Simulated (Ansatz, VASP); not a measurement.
## PbSe in VASP and in Ansatz

```xyz
2
Lattice="0.0000 3.0208 3.0208 3.0208 0.0000 3.0208 3.0208 3.0208 0.0000" Properties=species:S:1:pos:R:3 pbc="T T T"
Pb    0.0000    0.0000    0.0000
Se    3.0208    3.0208    3.0208
```

Change from the starting cell: volume scaled by 0.96.

Alike in both runs: task single point; functional PBE; k mesh 9 × 9 × 9; occupations fermi-dirac, width 0.01 eV; no spin polarisation.

```csv
,VASP,Ansatz
version,VASP 6.6.1,Ansatz 0.2.0
potentials or method,"VASP PAW PBE potentials, release 64 (Pb_d, Se), cutoff 520 eV","all-electron LAPW, scalar-relativistic"
```

|  | VASP | Ansatz | Ansatz less VASP |
| --- | --- | --- | --- |
| pressure (GPa) | 4.8 | 4.8 | +0.02 |

Ansatz ran all-electron here, and VASP with PAW potentials.

Spin-orbit coupling is off throughout.
